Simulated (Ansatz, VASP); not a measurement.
SnSe2 in VASP and in Ansatz

```xyz
3
Lattice="3.8761 0.0000 0.0000 -1.9380 3.3568 0.0000 0.0000 0.0000 6.9164" Properties=species:S:1:pos:R:3 pbc="T T T"
Sn    0.0000    0.0000    0.0000
Se    0.0000    2.2379    1.5921
Se    1.9380    1.1189    5.3243
```

Alike in both runs: functional PBE; k mesh 6 × 6 × 4; no spin polarisation.

Ansatz relaxed the structure, and its values are those at the end. VASP's run is a single point on that final structure, the one shown.

|  | VASP | Ansatz |
| --- | --- | --- |
| version | VASP 6.6.1 | Ansatz 0.2.0 |
| potentials or method | VASP PAW PBE potentials, release 64 (Sn_d, Se), cutoff 520 eV | plane waves, PAW |
| occupations | gaussian, width 0.01 eV | fixed |
| valence electrons in the cell | 26 | 46 |

Ansatz gave:

* pressure (GPa): 0.0
* rms of the force components (eV/Å): 0.000

Problem. What did VASP give for the same quantities?

Solution. Pressure (GPa): 0.1; rms of the force components (eV/Å): 0.006.

VASP's potentials hold 26 valence electrons a cell and Ansatz's 46, so a difference there can come from the potentials and not from the codes.
